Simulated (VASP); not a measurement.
A run of VASP 6.6.1 is set up as follows.

Contents of INCAR:

```
PREC = Accurate
ENCUT = 520
EDIFF = 1E-6
ISMEAR = -1
SIGMA = 0.03
LREAL = False
LASPH = True
NELM = 80
ALGO = Normal
ISIF = 2
LWAVE = False
LCHARG = False
GGA = PS
NBANDS = 15
```

File KPOINTS:

```
regular mesh
0
Gamma
  7 7 7
```

POSCAR

```
KCl
1.0
    0.0000000000      3.1561000000      3.1876610000
    3.1561000000      0.0000000000      3.1876610000
    3.1561000000      3.1561000000      0.0000000000
K Cl
1 1
Direct
    0.0000000000      0.0000000000      0.0000000000
    0.5000000000      0.5000000000      0.5000000000
```

Potentials or basis: VASP PAW PBE potentials, release 64 (K_sv, Cl).

Run with:

```console
$ cat potpaw_PBE.64/K_sv/POTCAR potpaw_PBE.64/Cl/POTCAR > POTCAR
$ mpirun -np 1 vasp_std > vasp.out
```

Predict the band gap on the k mesh.

4.96 eV.

Estimate the pressure.

-0.7 GPa.

Stress tensor (GPa, compression positive):
```
-0.58  0.00  0.00
 0.00 -0.58  0.00
 0.00  0.00 -0.86
```

Caveat: the cell differs from its parent crystal (zz strain of +1 %); the PAW data sets were made with another functional, which shifts forces and pressure a little; an odd mesh through Γ misses points on the zone boundary, where band edges can lie.
